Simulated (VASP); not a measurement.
A run of VASP 6.6.1 is set up as follows.

INCAR

```
  PREC = Accurate
  ENCUT = 500
  EDIFF = 1E-6
  ISMEAR = 0
  SIGMA = 0.02
  LREAL = False
  LASPH = True
  NELM = 120
  ALGO = Normal
  ISIF = 2
  LWAVE = False
  LCHARG = False
  GGA = PS
  NBANDS = 17
  GGA_COMPAT = False
```

Contents of KPOINTS:

```
Automatic mesh
0
Gamma
  8 8 8
```

Contents of POSCAR:

```
TlBr
1.0
    4.0978737000      0.0000000000      0.0000000000
    0.0000000000      4.0978737000      0.0000000000
    0.0000000000      0.0000000000      4.0978737000
Tl Br
1 1
Direct
    0.0000000000      0.0000000000      0.0000000000
    0.5000000000      0.5000000000      0.5000000000
```

Potentials or basis: VASP PAW PBE potentials, release 64 (Tl_d, Br).

The run is started by

```sh
$ cat potpaw_PBE.64/Tl_d/POTCAR potpaw_PBE.64/Br/POTCAR > POTCAR
$ mpirun -np 1 vasp_std > vasp.out
```

Problem. Estimate the band gap on the k mesh.

Solution. 1.95 eV, direct.

Problem. Estimate the pressure.

Solution. -2.6 GPa.

Caveat: the PAW data sets were made with another functional, which shifts forces and pressure a little; spin-orbit coupling is left out, which moves the levels of the heavy elements. A k mesh can miss the band edges.
